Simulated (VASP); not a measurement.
Wanted: the native input for a VASP 6.6.1 run.

- Task: single point
- Functional: r2SCAN
- Potentials or basis: VASP PAW PBE potentials, release 64 (Hg, Te)
- Cutoff: 520 eV
- k mesh: 14 × 14 × 14
- Occupations: gaussian, width 0.15 eV
- Spin: no spin polarisation
- Dipole correction: no
- Further INCAR settings: ALGO = Normal; EDIFF = 1e-06; NBANDS = 16

The system is HgTe.

```xyz
2
Lattice="0.0000 3.1268 3.3202 3.1268 0.0000 3.3202 3.1268 3.1268 0.0000" Properties=species:S:1:pos:R:3 pbc="T T T"
Hg    0.0000    0.0000    0.0000
Te    4.6902    4.6902    4.9803
```

This cell differs from its parent crystal: strain -0.030 along x and y, +0.030 along z.

These files were run (other wordings do the same):

POSCAR

```
HgTe
1.0
    0.0000000000      3.1267950000      3.3202050000
    3.1267950000      0.0000000000      3.3202050000
    3.1267950000      3.1267950000      0.0000000000
Hg Te
1 1
Direct
    0.0000000000      0.0000000000      0.0000000000
    0.7500000000      0.7500000000      0.7500000000
```

INCAR.step1

```
SYSTEM = HgTe
PREC = Accurate ; ENCUT = 520
ISMEAR = 0 ; SIGMA = 0.15
LREAL = .FALSE. ; LASPH = .TRUE.
NELM = 80 ; NBANDS = 16
GGA = PE ; ALGO = Normal
EDIFF = 1E-4 ; LWAVE = .TRUE.
LCHARG = .FALSE.
```

INCAR.step2

```
SYSTEM = HgTe
PREC = Accurate ; ENCUT = 520
EDIFF = 1E-6 ; ISMEAR = 0
SIGMA = 0.15 ; LREAL = .FALSE.
LASPH = .TRUE. ; NELM = 80
ALGO = Normal ; ISIF = 2
LWAVE = .FALSE. ; LCHARG = .FALSE.
METAGGA = R2SCAN ; LMIXTAU = .TRUE.
NBANDS = 16 ; ISTART = 1
```

KPOINTS

```
regular mesh
0
G
  14 14 14
  0 0 0
```

Potentials or basis: VASP PAW PBE potentials, release 64 (Hg, Te).

Run with:

```sh
$ cat potpaw_PBE.64/Hg/POTCAR potpaw_PBE.64/Te/POTCAR > POTCAR
$ cp INCAR.step1 INCAR
$ mpirun -np 1 vasp_std > vasp.out
$ cp INCAR.step2 INCAR
$ mpirun -np 1 vasp_std > vasp.out
```

It gave:

| Item | Value |
| --- | --- |
| Pressure | 4.5 GPa |
| Band gap on the k mesh | zero (filled and empty bands touch) |

Caveat: the cell differs from its parent crystal (strain -0.030 along x and y, +0.030 along z); the cell stands under pressure; semilocal functionals underestimate gaps, and a narrow one can read as zero; the PAW data sets were made with another functional, which shifts forces and pressure a little; spin-orbit coupling is left out, which moves the levels of the heavy elements.

Run time: 11 min on 1 thread of Intel(R) Xeon(R) Platinum 8488C (Sapphire Rapids), with other jobs on the host, peak memory 0.41 GiB.
